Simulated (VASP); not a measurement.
# ZnSe (Pm-3m) in VASP: single point with PBE

Aim: the single point of ZnSe with PBE.

Program: VASP 6.6.1. These are calculated values, not measurements. Logs are shortened: lines on timing, memory, paths and dates and some standing lists are left out, and cuts for length are marked.

## 1. The cell of the first run

It takes space group Pm-3m (No. 221, cubic). Conventional cell: a = 3.298 Å, b = 3.298 Å, c = 3.298 Å, α = 90.00°, β = 90.00°, γ = 90.00°. Within 3.8 Å of Zn (site symmetry m-3m) lie 8 Se at 2.86 Å and 6 Zn at 3.30 Å. Within 3.8 Å of Se (site symmetry m-3m) lie 8 Zn at 2.86 Å and 6 Se at 3.30 Å.

## 2. Single point, PBE

Input file INCAR:

```
SYSTEM = ZnSe
  PREC = Accurate
  ENCUT = 520
  EDIFF = 1E-6
  ISMEAR = 0
  SIGMA = 0.05
  LREAL = .False.
  LASPH = .True.
  NELM = 80
  ALGO = Normal
  ISIF = 2
  LWAVE = .False.
  LCHARG = .True.
  GGA = PE
  LELF = .True.
  LVHAR = .True.
  NBANDS = 16
```

Input file KPOINTS:

```
Automatic mesh
0
Gamma
  6 6 6
  0 0 0
```

Input file POSCAR:

```
ZnSe
1.0
    3.2978247376      0.0000000000      0.0000000000
    0.0000000000      3.2978247376      0.0000000000
    0.0000000000      0.0000000000      3.2978247376
Zn Se
1 1
Direct
    0.0000000000      0.0000000000      0.0000000000
    0.5000000000      0.5000000000      0.5000000000
```

Potentials or basis: VASP PAW PBE potentials, release 64 (Zn, Se).

Started as:

```
$ cat potpaw_PBE.64/Zn/POTCAR potpaw_PBE.64/Se/POTCAR > POTCAR
$ mpirun -np 1 vasp_std > vasp.out
```

OUTCAR:

```text
SYSTEM = ZnSe
   PREC = Accurate
   ENCUT = 520
   EDIFF = 1E-6
   ISMEAR = 0
   LREAL = .False.
   LASPH = .True.
   NELM = 80
   ISIF = 2
   GGA = PE

 ion  position               nearest neighbor table
   1  0.000  0.000  0.000-   2 2.86   2 2.86   2 2.86   2 2.86   2 2.86   2 2.86   2 2.86   2 2.86

   2  0.500  0.500  0.500-   1 2.86   1 2.86   1 2.86   1 2.86   1 2.86   1 2.86   1 2.86   1 2.86

  LATTYP: Found a simple cubic cell.
 ALAT       =     3.2978247376

  Lattice vectors:

 A1 = (   3.2978247376,   0.0000000000,   0.0000000000)
 A2 = (   0.0000000000,   3.2978247376,   0.0000000000)
 A3 = (   0.0000000000,   0.0000000000,   3.2978247376)

Analysis of symmetry for initial positions (statically):
=====================================================================
 Subroutine PRICEL returns:
 Original cell was already a primitive cell.

 Routine SETGRP: Setting up the symmetry group for a
 simple cubic supercell.

 Subroutine GETGRP returns: Found 48 space group operations
 (whereof 48 operations were pure point group operations)
 out of a pool of 48 trial point group operations.

The static configuration has the point symmetry O_h .

Analysis of symmetry for dynamics (positions and initial velocities):
=====================================================================
 Subroutine PRICEL returns:
 Original cell was already a primitive cell.

 Routine SETGRP: Setting up the symmetry group for a
 simple cubic supercell.

 Subroutine GETGRP returns: Found 48 space group operations
 (whereof 48 operations were pure point group operations)
 out of a pool of 48 trial point group operations.

The dynamic configuration has the point symmetry O_h .

 Subroutine INISYM returns: Found 48 space group operations
 (whereof 48 operations are pure point group operations),
 and found     1 'primitive' translations

----------------------------------------------------------------------------------------

                                     Primitive cell

  volume of cell :      35.8660

  direct lattice vectors                    reciprocal lattice vectors
     3.297824738  0.000000000  0.000000000     0.303230183  0.000000000  0.000000000
     0.000000000  3.297824738  0.000000000     0.000000000  0.303230183  0.000000000
     0.000000000  0.000000000  3.297824738     0.000000000  0.000000000  0.303230183

  length of vectors
     3.297824738  3.297824738  3.297824738     0.303230183  0.303230183  0.303230183

  position of ions in fractional coordinates (direct lattice)
     0.000000000  0.000000000  0.000000000
     0.500000000  0.500000000  0.500000000

  ion indices of the primitive-cell ions
   primitive index   ion index
                 1           1
                 2           2

----------------------------------------------------------------------------------------

 KPOINTS: Automatic mesh

Automatic generation of k-mesh.
 Grid dimensions read from file:
 generate k-points for:    6    6    6

 Generating k-lattice:

  Cartesian coordinates                     Fractional coordinates (reciprocal lattice)
     0.050538364  0.000000000  0.000000000     0.166666667  0.000000000  0.000000000
     0.000000000  0.050538364  0.000000000     0.000000000  0.166666667  0.000000000
     0.000000000  0.000000000  0.050538364     0.000000000  0.000000000  0.166666667

  Length of vectors
     0.050538364  0.050538364  0.050538364

  Shift w.r.t. Gamma in fractional coordinates (k-lattice)
     0.000000000  0.000000000  0.000000000

 Subroutine IBZKPT returns following result:
 ===========================================

 Found     20 irreducible k-points:

 Following reciprocal coordinates:
            Coordinates               Weight
  0.000000  0.000000  0.000000      1.000000
  0.166667  0.000000  0.000000      6.000000
  0.333333  0.000000  0.000000      6.000000
  0.500000  0.000000  0.000000      3.000000
  0.166667  0.166667  0.000000     12.000000
  0.333333  0.166667  0.000000     24.000000
[... 12 lines left out ...]
  0.500000  0.500000  0.333333      6.000000
  0.500000  0.500000  0.500000      1.000000
   k-points           NKPTS =     20   k-points in BZ     NKDIM =     20   number of bands    NBANDS=     16
   number of dos      NEDOS =    301   number of ions     NIONS =      2
   total plane-waves  NPLWV =  21952
   dimension x,y,z NGX =    28 NGY =   28 NGZ =   28
   dimension x,y,z NGXF=    56 NGYF=   56 NGZF=   56
   ions per type =               1   1
   NGX,Y,Z   is equivalent  to a cutoff of  14.12, 14.12, 14.12 a.u.
   NGXF,Y,Z  is equivalent  to a cutoff of  28.23, 28.23, 28.23 a.u.
 SYSTEM =  ZnSe
   PREC   = accura    normal or accurate (medium, high low for compatibility)
   ISTART =      0    job   : 0-new  1-cont  2-samecut
   ICHARG =      2    charge: 1-file 2-atom 10-const
   ISPIN  =      1    spin polarized calculation?
   LNONCOLLINEAR =      F non collinear calculations
   LSORBIT =      F    spin-orbit coupling
   LASPH  =      T    aspherical Exc in radial PAW
   ENCUT  =  520.0 eV  38.22 Ry    6.18 a.u.   6.13  6.13  6.13*2*pi/ulx,y,z
   NELM   =     80;   NELMIN=  2; NELMDL= -5     # of ELM steps
   EDIFF  = 0.1E-05   stopping-criterion for ELM
   LREAL  =      F    real-space projection
   EDIFFG = 0.1E-04   stopping-criterion for IOM
   NSW    =      0    number of steps for IOM
   IBRION =     -1    ionic relax: 0-MD 1-quasi-New 2-CG
   NFREE  =      0    steps in history (QN), initial steepest desc. (CG)
   ISIF   =      2    stress and relaxation
   ISYM   =      2    0-nonsym 1-usesym 2-fastsym
   POTIM  = 0.5000    time-step for ionic-motion
   TEBEG  =    0.0;   TEEND  =   0.0 temperature during run
   PSTRESS=    0.0 pullay stress
   NELECT =      18.0000    total number of electrons
   NUPDOWN=      -1.0000    fix difference up-down
   EMIN   =  10.00;   EMAX   =-10.00  energy-range for DOS
   EFERMI =   0.00;   METHOD = LEGACY
   ISMEAR =     0;   SIGMA  =   0.05  broadening in eV -4-tet -1-fermi 0-gaus
   EFERMI_NEDOS =   21; number of points for ismear=-14 and -15
   IALGO  =     38    algorithm
   IMIX   =      4    mixing-type and parameters
     AMIX     =   0.40;   BMIX     =  1.00
     AMIX_MAG =   1.60;   BMIX_MAG =  1.00
  volume/ion in A,a.u.               =      17.93       121.02
  Fermi-wavevector in a.u.,A,eV,Ry     =   1.300982  2.458500 23.028612  1.692555
  Thomas-Fermi vector in A             =   2.432146
   LORBIT       =      0    0 simple, 1 ext, 2 COOP (PROOUT), +10 PAW based schemes
   GGA     = PE    functional components
   LHFCALC =     F    Hartree Fock is set to
   AEXX    =    0.0000 exact exchange contribution
   IVDW    =     0    specifies the selected vdW correction
   LEPSILON=     F    determine dielectric tensor
   LRPA    =     F    only Hartree local field effects (RPA)
 non-spin polarized calculation
 Gauss-broadening in eV      SIGMA  =   0.05
  energy-cutoff  :      520.00
  volume of cell :       35.87
 maximum number of plane-waves:       992
 NGX is ok and might be reduce to    28
   NGX = 13   NGY = 13   NGZ = 13

 number of electron      18.0000011 magnetization

 Free energy of the ion-electron system (eV)
  ---------------------------------------------------
  ext. energy  EPLUGINS =         0.00000000
  ---------------------------------------------------
  free energy    TOTEN  =        -4.36153999 eV

  energy without entropy =       -4.35884335  energy(sigma->0) =       -4.36019167

 E-fermi :   4.3405     XC(G=0): -10.9230

 val. band max:        4.3210689384   @ k =   0.3333   0.1667   0.0000
 cond. band min:       4.5056509358   @ k =   0.5000   0.3333   0.3333
 fundamental gap:      0.1845819974
 Fermi energy:         4.3404620542

 k-point     1 :       0.0000    0.0000    0.0000
  band No.  band energies     occupation
      1     -10.4853      2.00000
      2      -2.8000      2.00000
      3      -2.8000      2.00000
      4      -2.4797      2.00000
      5      -2.4797      2.00000
      6      -2.4797      2.00000
[... 8 lines left out ...]
     15      15.7921      0.00000
     16      20.0597      0.00000

 k-point     2 :       0.1667    0.0000    0.0000
  band No.  band energies     occupation
      1     -10.2297      2.00000
      2      -2.7882      2.00000
      3      -2.7871      2.00000
      4      -2.5319      2.00000
      5      -2.5319      2.00000
      6      -2.4762      2.00000
[... 8 lines left out ...]
     15      14.7304      0.00000
     16      19.3509      0.00000

 k-point     3 :       0.3333    0.0000    0.0000
  band No.  band energies     occupation
      1      -9.5999      2.00000
      2      -3.0617      2.00000
      3      -2.7613      2.00000
      4      -2.6295      2.00000
      5      -2.6295      2.00000
      6      -2.4691      2.00000
[... 8 lines left out ...]
     15      16.4042      0.00000
     16      17.4711      0.00000

 k-point     4 :       0.5000    0.0000    0.0000
  band No.  band energies     occupation
      1      -9.1837      2.00000
      2      -3.6587      2.00000
      3      -2.7483      2.00000
      4      -2.6754      2.00000
      5      -2.6754      2.00000
      6      -2.4656      2.00000
[... 8 lines left out ...]
     15      15.0275      0.00000
     16      21.0687      0.00000
[... 248 lines left out ...]
 k-point    18 :       0.5000    0.3333    0.3333
  band No.  band energies     occupation
      1      -7.8479      2.00000
      2      -2.9963      2.00000
      3      -2.9744      2.00000
      4      -2.6128      2.00000
      5      -2.4705      2.00000
      6      -2.4087      2.00000
[... 8 lines left out ...]
     15      19.3140      0.00000
     16      21.1383      0.00000

 k-point    19 :       0.5000    0.5000    0.3333
  band No.  band energies     occupation
      1      -7.5474      2.00000
      2      -3.0354      2.00000
      3      -3.0354      2.00000
      4      -2.8367      2.00000
      5      -2.4371      2.00000
      6      -2.3530      2.00000
[... 8 lines left out ...]
     15      22.3339      0.00000
     16      22.3339      0.00000

 k-point    20 :       0.5000    0.5000    0.5000
  band No.  band energies     occupation
      1      -7.2201      2.00000
      2      -3.1286      2.00000
      3      -3.1286      2.00000
      4      -3.1286      2.00000
      5      -2.3514      2.00000
      6      -2.3514      2.00000
[... 8 lines left out ...]
     15      24.0038      0.00000
     16      24.0038      0.00000

------------------------ aborting loop because EDIFF is reached ----------------------------------------

  FORCE on cell =-STRESS in cart. coord.  units (eV):
  Direction    XX          YY          ZZ          XY          YZ          ZX
  --------------------------------------------------------------------------------------
  -------------------------------------------------------------------------------------
  Total        0.7084250      0.7084250      0.7084250     -0.0000000     -0.0000000      0.0000000
  in kB       31.6462133     31.6462133     31.6462133     -0.0000000     -0.0000000      0.0000000
  external PRESSURE =      31.6462133 kB  Pullay stress =       0.0000000 kB

 VOLUME and BASIS-vectors are now :
 -----------------------------------------------------------------------------
  energy-cutoff  :      520.00
  volume of cell :       35.87
      direct lattice vectors                 reciprocal lattice vectors
     3.297824738  0.000000000  0.000000000     0.303230183  0.000000000  0.000000000
     0.000000000  3.297824738  0.000000000     0.000000000  0.303230183  0.000000000
     0.000000000  0.000000000  3.297824738     0.000000000  0.000000000  0.303230183

 POSITION                                       TOTAL-FORCE (eV/Angst)
 -----------------------------------------------------------------------------------
      0.00000      0.00000      0.00000         0.000000      0.000000      0.000000
      1.64891      1.64891      1.64891         0.000000      0.000000      0.000000
 -----------------------------------------------------------------------------------
    total drift:                               -0.000000      0.000000     -0.000000

  FREE ENERGIE OF THE ION-ELECTRON SYSTEM (eV)
  ---------------------------------------------------
  free  energy   TOTEN  =        -4.3615399913 eV

  energy  without entropy=       -4.3588433499  energy(sigma->0) =       -4.36019167
```

Wall time 8.1 s (1 thread of Intel Xeon 6975P-C (Granite Rapids), shared host); peak memory 0.15 GiB.

What came out:

```
Free energy            : -4.3615 eV
Pressure               : 3.2 GPa
Band gap on the k mesh : zero (band 9 reaches 4.71 eV, above the bottom of band 10 at 3.25 eV)
```

Levels at points of the mesh, in eV from the Fermi level:
```tsv
k point	band 5	band 6	band 7	band 8	band 9	band 10	band 11	band 12	band 13	band 14
(0.00, 0.00, 0.00)	-6.82	-6.82	-1.24	-1.24	-1.24	-1.09	5.77	5.77	11.45	11.45
(0.50, 0.00, 0.00)	-7.02	-6.81	-6.31	0.27	0.27	3.33	4.49	6.64	6.64	7.44
(0.50, 0.50, 0.00)	-6.70	-6.67	-5.36	-5.36	-2.17	0.71	8.04	8.04	8.79	10.02
(0.50, 0.50, 0.50)	-6.69	-6.69	-2.78	-2.78	-2.78	0.96	0.96	0.96	1.23	19.66
```
